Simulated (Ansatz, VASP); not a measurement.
# Two plane-wave programs on Zn

Contents of POSCAR:

```
Zn
1.0
   -1.5847273700      1.5690370000      1.5690370000
    1.5847273700     -1.5690370000      1.5690370000
    1.5847273700      1.5690370000     -1.5690370000
Zn
1
Direct
    0.0000000000      0.0000000000      0.0000000000
```

Contents of INCAR.step1:

```
SYSTEM = Zn
ALGO     = Normal         ! electronic algorithm
EDIFF    = 1E-4           ! SCF threshold, eV
ENCUT    = 520            ! plane-wave cutoff, eV
GGA      = PE             ! functional
ISMEAR   = 0              ! smearing method
LASPH    = .TRUE.         ! aspherical terms in the spheres
LCHARG   = .FALSE.        ! write CHGCAR
LREAL    = .FALSE.        ! projectors in reciprocal space
LWAVE    = .TRUE.         ! write WAVECAR
NBANDS   = 12             ! bands
NELM     = 80             ! most SCF steps
PREC     = Accurate       ! precision mode
SIGMA    = 0.15           ! smearing width, eV
```

INCAR.step2

```
SYSTEM = Zn
ALGO     = Normal         ! electronic algorithm
EDIFF    = 1E-6           ! SCF threshold, eV
ENCUT    = 520            ! plane-wave cutoff, eV
ISIF     = 2              ! what is computed and relaxed
ISMEAR   = 0              ! smearing method
ISTART   = 1            
LASPH    = .TRUE.         ! aspherical terms in the spheres
LCHARG   = .FALSE.        ! write CHGCAR
LMIXTAU  = .TRUE.       
LREAL    = .FALSE.        ! projectors in reciprocal space
LWAVE    = .FALSE.        ! write WAVECAR
METAGGA  = R2SCAN         ! meta-GGA
NBANDS   = 12             ! bands
NELM     = 80             ! most SCF steps
PREC     = Accurate       ! precision mode
SIGMA    = 0.15           ! smearing width, eV
```

Contents of KPOINTS:

```
k-points
0
G
  22 22 22
  0 0 0
```

Input for Ansatz:

```yaml
crystal:
  lattice:
    - [-1.58472737, 1.569037, 1.569037]
    - [1.58472737, -1.569037, 1.569037]
    - [1.58472737, 1.569037, -1.569037]
  atoms:
    - { symbol: Zn, position: [0.0, 0.0, 0.0] }
basis:
  ecutwfc: 500
kpoints:
  mp_grid: { grid: [22, 22, 22] }
hamiltonian:
  xc: r2scan
scf:
  occupations: { method: gaussian, width: 0.15 }
output:
  forces: true
  stress: true
  eigenvalues: true
```

Change from the starting cell: strain +0.0100 x Voigt [1, 0, 0, 0, 0, 0], atoms carried along.

Alike in both runs: task single point; functional r2SCAN; k mesh 22 × 22 × 22; occupations gaussian, width 0.15 eV; no spin polarisation.

|  | VASP | Ansatz |
| --- | --- | --- |
| version | VASP 6.6.1 | Ansatz 0.2.0 |
| potentials or method | VASP PAW PBE potentials, release 64 (Zn), cutoff 520 eV | scalar-relativistic, plane waves, PAW |
| valence electrons in the cell | 12 | 12 |

VASP gave:

| Property | Result |
| --- | --- |
| gap on the k mesh at the Fermi level (eV) | none |
| pressure (GPa) | -4.9 |
| traceless stress, the component that is largest in VASP (GPa) | 0.37 |

Task: What did Ansatz give for the same quantities?

Result: gap on the k mesh at the Fermi level (eV): none; pressure (GPa): -5.3; traceless stress, the component that is largest in VASP (GPa): 0.40.

VASP's potentials were made for PBE, not for r2SCAN. A gap of «none» marks a metal or a gap that the smearing closes.
